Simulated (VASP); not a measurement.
# WS2 (Tungstenite) (P6_3/mmc) in VASP: notebook

The runs below take WS2 (Tungstenite) through single point, with PBE, PBEsol, LDA.

Everything below comes from runs of VASP 6.6.1. Logs are shortened: lines on timing, memory, paths and dates and some standing lists are left out, and cuts for length are marked.

## Step 1: The cell of the first run

Symmetry: P6_3/mmc, No. 194, hexagonal system. Conventional cell: a = 3.180 Å, b = 3.180 Å, c = 12.500 Å, α = 90.00°, β = 90.00°, γ = 120.00°. Within 3.2 Å of W (site symmetry -6m2) lie 6 S at 2.41 Å and 6 W at 3.18 Å. Within 3.2 Å of S (site symmetry 3m) lie 3 W at 2.41 Å and 7 S at 3.12 to 3.18 Å.

## Step 2: Single point, PBE

File INCAR:

```
SYSTEM = WS2
PREC     = Accurate       ! precision mode
ENCUT    = 520            ! plane-wave cutoff, eV
EDIFF    = 1E-7           ! SCF threshold, eV
ISMEAR   = 0              ! smearing method
SIGMA    = 0.015          ! smearing width, eV
LREAL    = .FALSE.        ! projectors in reciprocal space
LASPH    = .TRUE.         ! aspherical terms in the spheres
NELM     = 80             ! most SCF steps
ALGO     = Normal         ! electronic algorithm
ISIF     = 2              ! what is computed and relaxed
LWAVE    = .FALSE.        ! write WAVECAR
LCHARG   = .FALSE.        ! write CHGCAR
GGA      = PE             ! functional
NBANDS   = 35             ! bands
```

File KPOINTS:

```
regular mesh
0
G
  10 10 3
  0 0 0
```

File POSCAR:

```
WS2
1.0
    3.1800000000      0.0000000000      0.0000000000
   -1.5900000000      2.7539607840      0.0000000000
    0.0000000000      0.0000000000     12.5000000000
W S
2 4
Direct
    0.6666666667      0.3333333333      0.7500000000
    0.3333333333      0.6666666667      0.2500000000
    0.6666666667      0.3333333333      0.3750000000
    0.3333333333      0.6666666667      0.8750000000
    0.6666666667      0.3333333333      0.1250000000
    0.3333333333      0.6666666667      0.6250000000
```

Potentials or basis: VASP PAW PBE potentials, release 64 (W_sv, S).

On the command line:

```bash
$ cat potpaw_PBE.64/W_sv/POTCAR potpaw_PBE.64/S/POTCAR > POTCAR
$ mpirun -np 1 vasp_std > vasp.out
```

OUTCAR:

```text
SYSTEM = WS2
   PREC = Accurate
   ENCUT = 520
   EDIFF = 1E-7
   ISMEAR = 0
   LREAL = .FALSE.
   LASPH = .TRUE.
   NELM = 80
   ISIF = 2
   GGA = PE

 ion  position               nearest neighbor table
   1  0.667  0.333  0.750-   4 2.41   6 2.41   4 2.41   6 2.41   4 2.41   6 2.41
   2  0.333  0.667  0.250-   3 2.41   5 2.41   3 2.41   5 2.41   3 2.41   5 2.41
   3  0.667  0.333  0.375-   2 2.41   2 2.41   2 2.41
   4  0.333  0.667  0.875-   1 2.41   1 2.41   1 2.41
   5  0.667  0.333  0.125-   2 2.41   2 2.41   2 2.41
   6  0.333  0.667  0.625-   1 2.41   1 2.41   1 2.41

  LATTYP: Found a hexagonal cell.
 ALAT       =     3.1800000000
 C/A-ratio  =     3.9308176101

  Lattice vectors:

 A1 = (   3.1800000000,   0.0000000000,   0.0000000000)
 A2 = (  -1.5900000000,   2.7539607840,   0.0000000000)
 A3 = (   0.0000000000,   0.0000000000,  12.5000000000)

Analysis of symmetry for initial positions (statically):
=====================================================================
 Subroutine PRICEL returns:
 Original cell was already a primitive cell.

 Routine SETGRP: Setting up the symmetry group for a
 hexagonal supercell.

 Subroutine GETGRP returns: Found 24 space group operations
 (whereof 12 operations were pure point group operations)
 out of a pool of 24 trial point group operations.

The static configuration has the point symmetry D_3d.
 The point group associated with its full space group is D_6h.

Analysis of symmetry for dynamics (positions and initial velocities):
=====================================================================
 Subroutine PRICEL returns:
 Original cell was already a primitive cell.

 Routine SETGRP: Setting up the symmetry group for a
 hexagonal supercell.

 Subroutine GETGRP returns: Found 24 space group operations
 (whereof 12 operations were pure point group operations)
 out of a pool of 24 trial point group operations.

The dynamic configuration has the point symmetry D_3d.
 The point group associated with its full space group is D_6h.

 Subroutine INISYM returns: Found 24 space group operations
 (whereof 12 operations are pure point group operations),
 and found     1 'primitive' translations

----------------------------------------------------------------------------------------

                                     Primitive cell

  volume of cell :     109.4699

  direct lattice vectors                    reciprocal lattice vectors
     3.180000000  0.000000000  0.000000000     0.314465409  0.181556688  0.000000000
    -1.590000000  2.753960784  0.000000000     0.000000000  0.363113377  0.000000000
     0.000000000  0.000000000 12.500000000     0.000000000  0.000000000  0.080000000

  length of vectors
     3.180000000  3.180000000 12.500000000     0.363113377  0.363113377  0.080000000

  position of ions in fractional coordinates (direct lattice)
     0.666666667  0.333333333  0.750000000
     0.333333333  0.666666667  0.250000000
     0.666666667  0.333333333  0.375000000
     0.333333333  0.666666667  0.875000000
     0.666666667  0.333333333  0.125000000
     0.333333333  0.666666667  0.625000000

  ion indices of the primitive-cell ions
   primitive index   ion index
                 1           1
                 2           2
                 3           3
                 4           4
                 5           5
                 6           6

----------------------------------------------------------------------------------------

 KPOINTS: regular mesh

Automatic generation of k-mesh.
 Grid dimensions read from file:
 generate k-points for:   10   10    3

 Generating k-lattice:

  Cartesian coordinates                     Fractional coordinates (reciprocal lattice)
     0.031446541  0.018155669  0.000000000     0.100000000  0.000000000  0.000000000
     0.000000000  0.036311338  0.000000000     0.000000000  0.100000000  0.000000000
     0.000000000  0.000000000  0.026666667     0.000000000  0.000000000  0.333333333

  Length of vectors
     0.036311338  0.036311338  0.026666667

  Shift w.r.t. Gamma in fractional coordinates (k-lattice)
     0.000000000  0.000000000  0.000000000

 Subroutine IBZKPT returns following result:
 ===========================================

 Found     28 irreducible k-points:

 Following reciprocal coordinates:
            Coordinates               Weight
  0.000000  0.000000  0.000000      1.000000
  0.100000  0.000000  0.000000      6.000000
  0.200000  0.000000  0.000000      6.000000
  0.300000 -0.000000  0.000000      6.000000
  0.400000  0.000000  0.000000      6.000000
  0.500000  0.000000  0.000000      3.000000
[... 16 lines left out ...]
  0.300000  0.100000  0.333333     24.000000
  0.400000  0.100000  0.333333     24.000000
 [... further k-points ...]
   k-points           NKPTS =     28   k-points in BZ     NKDIM =     28   number of bands    NBANDS=     35
   number of dos      NEDOS =    301   number of ions     NIONS =      6
   total plane-waves  NPLWV =  55296
   dimension x,y,z NGX =    24 NGY =   24 NGZ =   96
   dimension x,y,z NGXF=    48 NGYF=   48 NGZF=  192
   ions per type =               2   4
   NGX,Y,Z   is equivalent  to a cutoff of  12.55, 12.55, 12.77 a.u.
   NGXF,Y,Z  is equivalent  to a cutoff of  25.09, 25.09, 25.54 a.u.
 SYSTEM =  WS2
   PREC   = accura    normal or accurate (medium, high low for compatibility)
   ISTART =      0    job   : 0-new  1-cont  2-samecut
   ICHARG =      2    charge: 1-file 2-atom 10-const
   ISPIN  =      1    spin polarized calculation?
   LNONCOLLINEAR =      F non collinear calculations
   LSORBIT =      F    spin-orbit coupling
   LASPH  =      T    aspherical Exc in radial PAW
   ENCUT  =  520.0 eV  38.22 Ry    6.18 a.u.   5.91  5.91 23.24*2*pi/ulx,y,z
   NELM   =     80;   NELMIN=  2; NELMDL= -5     # of ELM steps
   EDIFF  = 0.1E-06   stopping-criterion for ELM
   LREAL  =      F    real-space projection
   EDIFFG = 0.1E-05   stopping-criterion for IOM
   NSW    =      0    number of steps for IOM
   IBRION =     -1    ionic relax: 0-MD 1-quasi-New 2-CG
   NFREE  =      0    steps in history (QN), initial steepest desc. (CG)
   ISIF   =      2    stress and relaxation
   ISYM   =      2    0-nonsym 1-usesym 2-fastsym
   POTIM  = 0.5000    time-step for ionic-motion
   TEBEG  =    0.0;   TEEND  =   0.0 temperature during run
   PSTRESS=    0.0 pullay stress
   NELECT =      52.0000    total number of electrons
   NUPDOWN=      -1.0000    fix difference up-down
   EMIN   =  10.00;   EMAX   =-10.00  energy-range for DOS
   EFERMI =   0.00;   METHOD = LEGACY
   ISMEAR =     0;   SIGMA  =   0.01  broadening in eV -4-tet -1-fermi 0-gaus
   EFERMI_NEDOS =   21; number of points for ismear=-14 and -15
   IALGO  =     38    algorithm
   IMIX   =      4    mixing-type and parameters
     AMIX     =   0.40;   BMIX     =  1.00
     AMIX_MAG =   1.60;   BMIX_MAG =  1.00
  volume/ion in A,a.u.               =      18.24       123.12
  Fermi-wavevector in a.u.,A,eV,Ry     =   1.277353  2.413847 22.199688  1.631631
  Thomas-Fermi vector in A             =   2.409958
   LORBIT       =      0    0 simple, 1 ext, 2 COOP (PROOUT), +10 PAW based schemes
   GGA     = PE    functional components
   LHFCALC =     F    Hartree Fock is set to
   AEXX    =    0.0000 exact exchange contribution
   IVDW    =     0    specifies the selected vdW correction
   LEPSILON=     F    determine dielectric tensor
   LRPA    =     F    only Hartree local field effects (RPA)
 non-spin polarized calculation
 Gauss-broadening in eV      SIGMA  =   0.01
  energy-cutoff  :      520.00
  volume of cell :      109.47
 maximum number of plane-waves:      2976
 NGX is ok and might be reduce to    24
   NGX = 11   NGY = 11   NGZ = 47

 number of electron      52.0000006 magnetization

 Free energy of the ion-electron system (eV)
  ---------------------------------------------------
  ext. energy  EPLUGINS =         0.00000000
  ---------------------------------------------------
  free energy    TOTEN  =       -47.28121481 eV

  energy without entropy =      -47.28121481  energy(sigma->0) =      -47.28121481

 E-fermi :   7.3325     XC(G=0): -10.7731

 val. band max:        7.1204046095   @ k =   0.0000   0.0000   0.0000
 cond. band min:       8.2560006741   @ k =   0.2000   0.2000   0.0000
 fundamental gap:      1.1355960646
 Fermi energy:         7.3324601870

 k-point     1 :       0.0000    0.0000    0.0000
  band No.  band energies     occupation
      1     -67.5157      2.00000
      2     -67.5157      2.00000
      3     -31.7548      2.00000
      4     -31.7548      2.00000
      5     -31.6060      2.00000
      6     -31.6060      2.00000
[... 27 lines left out ...]
     34       9.6261      0.00000
     35      11.7485      0.00000

 k-point     2 :       0.1000    0.0000    0.0000
  band No.  band energies     occupation
      1     -67.5141      2.00000
      2     -67.5140      2.00000
      3     -31.7489      2.00000
      4     -31.7489      2.00000
      5     -31.6388      2.00000
      6     -31.6388      2.00000
[... 27 lines left out ...]
     34       9.7086      0.00000
     35      12.4852      0.00000

 k-point     3 :       0.2000    0.0000    0.0000
  band No.  band energies     occupation
      1     -67.5098      2.00000
      2     -67.5098      2.00000
      3     -31.7335      2.00000
      4     -31.7334      2.00000
      5     -31.7237      2.00000
      6     -31.7237      2.00000
[... 27 lines left out ...]
     34      10.3795      0.00000
     35      13.6767      0.00000
[... 723 lines left out ...]
 k-point    23 :       0.3000    0.1000    0.3333
  band No.  band energies     occupation
      1     -67.5017      2.00000
      2     -67.5017      2.00000
      3     -31.8704      2.00000
      4     -31.8704      2.00000
      5     -31.7035      2.00000
      6     -31.7035      2.00000
[... 27 lines left out ...]
     34      11.3314      0.00000
     35      13.0987      0.00000

 k-point    24 :       0.4000    0.1000    0.3333
  band No.  band energies     occupation
      1     -67.4988      2.00000
      2     -67.4988      2.00000
      3     -31.9233      2.00000
      4     -31.9233      2.00000
      5     -31.7031      2.00000
      6     -31.7031      2.00000
[... 27 lines left out ...]
     34      11.1743      0.00000
     35      12.0664      0.00000

 [... further k-points ...]
[... 5 lines left out ...]
  --------------------------------------------------------------------------------------
  -------------------------------------------------------------------------------------
  Total        1.1089602      1.1089602      2.3642052      0.0000000     -0.0000000      0.0000000
  in kB       16.2304904     16.2304904     34.6019731      0.0000000     -0.0000000      0.0000000
  external PRESSURE =      22.3543179 kB  Pullay stress =       0.0000000 kB

 VOLUME and BASIS-vectors are now :
 -----------------------------------------------------------------------------
  energy-cutoff  :      520.00
  volume of cell :      109.47
      direct lattice vectors                 reciprocal lattice vectors
     3.180000000  0.000000000  0.000000000     0.314465409  0.181556688  0.000000000
    -1.590000000  2.753960784  0.000000000     0.000000000  0.363113377  0.000000000
     0.000000000  0.000000000 12.500000000     0.000000000  0.000000000  0.080000000

 POSITION                                       TOTAL-FORCE (eV/Angst)
 -----------------------------------------------------------------------------------
      1.59000      0.91799      9.37500        -0.000000      0.000000     -0.000000
     -0.00000      1.83597      3.12500         0.000000     -0.000000     -0.000000
      1.59000      0.91799      4.68750         0.000000     -0.000000      0.131863
     -0.00000      1.83597     10.93750        -0.000000      0.000000      0.131863
      1.59000      0.91799      1.56250         0.000000     -0.000000     -0.131863
     -0.00000      1.83597      7.81250        -0.000000      0.000000     -0.131863
 -----------------------------------------------------------------------------------
    total drift:                               -0.000000      0.000000     -0.000000

  FREE ENERGIE OF THE ION-ELECTRON SYSTEM (eV)
  ---------------------------------------------------
  free  energy   TOTEN  =       -47.2812148134 eV

  energy  without entropy=      -47.2812148134  energy(sigma->0) =      -47.28121481
```

It took 75 s on 1 thread of Intel Xeon 6975P-C (Granite Rapids), shared host; peak memory 0.26 GiB.

What came out:

| Quantity | Value |
| --- | --- |
| Free energy | -47.2812 eV |
| Pressure | 2.2 GPa |
| Largest force | 0.132 eV/Å |
| Band gap on the k mesh | 1.14 eV, indirect (least direct gap 2.09 eV) |

Forces in eV/Å, atoms in the order of the input:
```
W    0.000  0.000  0.000
W    0.000  0.000  0.000
S    0.000  0.000  0.132
S    0.000  0.000  0.132
S    0.000  0.000 -0.132
S    0.000  0.000 -0.132
```

Caveat: spin-orbit coupling is left out, which moves the levels of the heavy elements; this functional lacks dispersion, which binds the layers, so the pressure and a relaxed spacing across them are unreliable. PBE gaps usually lie below the measured ones, often by a third to a half.

[end of part 1 of 2]
